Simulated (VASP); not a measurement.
## Mn: single point with PBE

The system is Mn.

```
Mn
1.0
     2.80000    0.00000    0.00000
     0.00000    2.80000    0.00000
     0.00000    0.00000    2.80000
Mn
2
Cartesian
  0.0000 0.0000 0.0000
  1.4000 1.4000 1.4000
```

* Program: VASP 6.6.1
* Task: single point
* Functional: PBE
* Potentials or basis: VASP PAW PBE potentials, release 64 (Mn_pv)
* Cutoff: 520 eV
* k mesh: 4 × 4 × 4
* Occupations: gaussian, width 0.1 eV
* Spin: non-collinear spin, typed start
* Starting moments: [[0.0, 0.0, 1.0], [0.0, 0.0, 1.0]] μB

- Pressure: -0.5 GPa
- Band gap on the k mesh: zero (band 26 reaches 11.10 eV, above the bottom of band 27 at 10.01 eV)
- Net moment: 2.00 μB per cell
- Valence electrons inside the program's atomic spheres: Mn 11.95

Levels at points of the mesh, in eV from the Fermi level:
```tsv
k point	band 22	band 23	band 24	band 25	band 26	band 27	band 28	band 29	band 30	band 31
(0.00, 0.00, 0.00)	-0.99	-0.99	-0.99	-0.12	-0.12	1.18	1.18	1.25	1.25	1.25
(0.50, 0.00, 0.00)	-1.29	-1.29	-1.29	-0.52	-0.52	-0.52	-0.52	-0.33	-0.33	0.52
(0.00, 0.00, 0.50)	-1.29	-1.29	-1.29	-0.52	-0.52	-0.52	-0.52	-0.33	-0.33	0.52
(0.50, 0.50, 0.00)	-0.07	0.16	0.16	0.57	0.57	0.72	0.72	1.10	1.10	1.49
(0.00, 0.50, 0.50)	-0.07	0.16	0.16	0.57	0.57	0.72	0.72	1.10	1.10	1.49
(0.50, 0.50, 0.50)	-2.46	-2.46	-2.46	0.21	0.21	0.21	0.21	1.55	1.55	1.55
```

Moments on the atoms (μB; x, y, z):
```
Mn  0.00 0.00 1.00
Mn  0.00 0.00 1.00
```

It took 33 s on 1 thread of Intel(R) Xeon(R) 6975P-C (Granite Rapids), on a shared host, peak memory 0.2 GiB.

Caveat: the k points lie up to 0.56 Å⁻¹ apart.
